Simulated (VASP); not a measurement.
Crystal: FePt.

```
Pt Fe
1.0
     2.70522    0.00000    0.00000
     0.00000    2.70522    0.00000
     0.00000    0.00000    3.69503
Pt Fe
1 1
Direct
  0.50000 0.50000 0.50000
  0.00000 0.00000 0.00000
```

Base run:

* Program: VASP 6.6.1
* Functional: BLYP
* Potentials or basis: VASP PAW PBE potentials, release 64 (Pt, Fe)
* Cutoff: 520 eV
* k mesh: 10 × 10 × 7
* Occupations: fermi-dirac, width 0.05 eV
* Spin: collinear spin, ferromagnetic start
* Starting moments: [0.0, 3.0] μB

Its results: pressure 20.2 GPa; net moment 3.20 μB per cell; site moments Pt +0.34; Fe +2.83 μB.

The run is repeated on the same cell with these changes: functional from BLYP to r2SCAN; further incar settings from ALGO = Normal; EDIFF = 1e-07; NBANDS = 20 to ALGO = Normal; EDIFF = 1e-06; NBANDS = 20. What comes out?

Pressure 7.3 GPa; net moment 3.56 μB per cell; site moments Pt +0.35; Fe +3.23 μB.

Caveats: the cell stands under pressure; the PAW data sets were made with another functional, which shifts forces and pressure a little.
